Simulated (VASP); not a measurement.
## ZrCd: single point with LDA

Crystal: ZrCd.

```xyz
4
Lattice="3.0292 0.0000 0.0000 0.0000 3.0292 0.0000 0.0000 0.0000 8.8579" Properties=species:S:1:pos:R:3 pbc="T T T"
Zr    0.0000    1.5146    7.7168
Zr    1.5146    0.0000    1.1411
Cd    0.0000    1.5146    3.3905
Cd    1.5146    0.0000    5.4674
```

| Item | Value |
| --- | --- |
| Program | VASP 6.6.1 |
| Task | single point |
| Functional | LDA |
| Potentials or basis | VASP PAW LDA potentials, release 64 (Zr_sv, Cd) |
| Cutoff | 520 eV |
| k mesh | 8 × 8 × 3 |
| Occupations | fermi-dirac, width 0.1 eV |
| Spin | no spin polarisation |

```
Pressure               : 0.5 GPa
Largest force          : 0.018 eV/Å
Band gap on the k mesh : zero (bands 24 and 25 overlap by 1.27 eV)
```

Forces in eV/Å, atoms in the order of the input:
```
Zr   0.000  0.000  0.018
Zr   0.000  0.000 -0.018
Cd   0.000  0.000 -0.014
Cd   0.000  0.000  0.014
```

Stress tensor (GPa, compression positive):
```
 0.98  0.00  0.00
 0.00  0.98  0.00
 0.00  0.00 -0.45
```

Levels at points of the mesh, in eV from the Fermi level:
| k point | band 22 | band 23 | band 24 | band 25 | band 26 | band 27 |
| --- | --- | --- | --- | --- | --- | --- |
| (0.00, 0.00, 0.00) | -2.08 | -1.80 | -0.40 | 0.92 | 1.87 | 2.10 |
| (0.50, 0.00, 0.00) | -2.72 | -0.57 | -0.57 | 0.39 | 0.39 | 1.93 |
| (0.50, 0.50, 0.00) | -1.91 | 0.93 | 0.93 | 0.95 | 0.95 | 2.50 |

It took 2.2 min on 1 thread of Intel Xeon 8259CL, on a shared host, peak memory 0.2 GiB.
